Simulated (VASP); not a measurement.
Wanted: the native input for a VASP 6.6.1 run.

```
Task                   : single point
Functional             : r2SCAN
Potentials or basis    : VASP PAW PBE potentials, release 64 (Hf_pv, O)
Cutoff                 : 520 eV
k mesh                 : 6 × 6 × 4
Occupations            : gaussian, width 0.01 eV
Spin                   : no spin polarisation
Dipole correction      : no
Further INCAR settings : ALGO = Normal; EDIFF = 1e-06; NBANDS = 31
```

The system is HfO2.

```xyz
6
Lattice="3.5767 0.0000 0.0000 0.0000 3.5767 0.0000 0.0000 0.0000 5.2022" Properties=species:S:1:pos:R:3 pbc="T T T"
Hf    1.7883    1.7883    2.6011
Hf    0.0000    0.0000    0.0000
O     0.0000    1.7883    3.6218
O     1.7883    0.0000    4.1815
O     1.7883    0.0000    1.5804
O     0.0000    1.7883    1.0207
```

The input as run:

POSCAR

```
HfO2
1.0
    3.5766926572      0.0000000000      0.0000000000
    0.0000000000      3.5766926572      0.0000000000
    0.0000000000      0.0000000000      5.2022243025
Hf O
2 4
Direct
    0.5000000000      0.5000000000      0.5000000000
    0.0000000000      0.0000000000      0.0000000000
    0.0000000000      0.5000000000      0.6962101214
    0.5000000000      0.0000000000      0.8037898786
    0.5000000000      0.0000000000      0.3037898786
    0.0000000000      0.5000000000      0.1962101214
```

INCAR.step1

```
SYSTEM = HfO2
ALGO     = Normal         ! electronic algorithm
EDIFF    = 1E-4           ! SCF threshold, eV
ENCUT    = 520            ! plane-wave cutoff, eV
GGA      = PE             ! functional
ISMEAR   = 0              ! smearing method
LASPH    = .TRUE.         ! aspherical terms in the spheres
LCHARG   = .FALSE.        ! write CHGCAR
LREAL    = .FALSE.        ! projectors in reciprocal space
LWAVE    = .TRUE.         ! write WAVECAR
NBANDS   = 31             ! bands
NELM     = 100            ! most SCF steps
PREC     = Accurate       ! precision mode
SIGMA    = 0.01           ! smearing width, eV
```

INCAR.step2

```
SYSTEM = HfO2
ALGO     = Normal         ! electronic algorithm
EDIFF    = 1E-6           ! SCF threshold, eV
ENCUT    = 520            ! plane-wave cutoff, eV
ISIF     = 2              ! what is computed and relaxed
ISMEAR   = 0              ! smearing method
ISTART   = 1            
LASPH    = .TRUE.         ! aspherical terms in the spheres
LCHARG   = .FALSE.        ! write CHGCAR
LMIXTAU  = .TRUE.       
LREAL    = .FALSE.        ! projectors in reciprocal space
LWAVE    = .FALSE.        ! write WAVECAR
METAGGA  = R2SCAN         ! meta-GGA
NBANDS   = 31             ! bands
NELM     = 100            ! most SCF steps
PREC     = Accurate       ! precision mode
SIGMA    = 0.01           ! smearing width, eV
```

KPOINTS

```
k-points
0
G
  6 6 4
  0 0 0
```

Potentials or basis: VASP PAW PBE potentials, release 64 (Hf_pv, O).

Command:

```console
$ cat potpaw_PBE.64/Hf_pv/POTCAR potpaw_PBE.64/O/POTCAR > POTCAR
$ cp INCAR.step1 INCAR
$ mpirun -np 1 vasp_std > vasp.out
$ cp INCAR.step2 INCAR
$ mpirun -np 1 vasp_std > vasp.out
```

Results of the run:

| Item | Value |
| --- | --- |
| Pressure | -3.6 GPa |
| Largest force | 0.068 eV/Å |
| Band gap on the k mesh | 5.24 eV (least direct gap 5.32 eV) |

Caveat: the cell stands under tension; the PAW data sets were made with another functional, which shifts forces and pressure a little; spin-orbit coupling is left out, which moves the levels of the heavy elements.

Wall time 7.8 min on 1 thread of Intel Xeon 8259CL, on a shared host, peak memory 0.21 GiB.
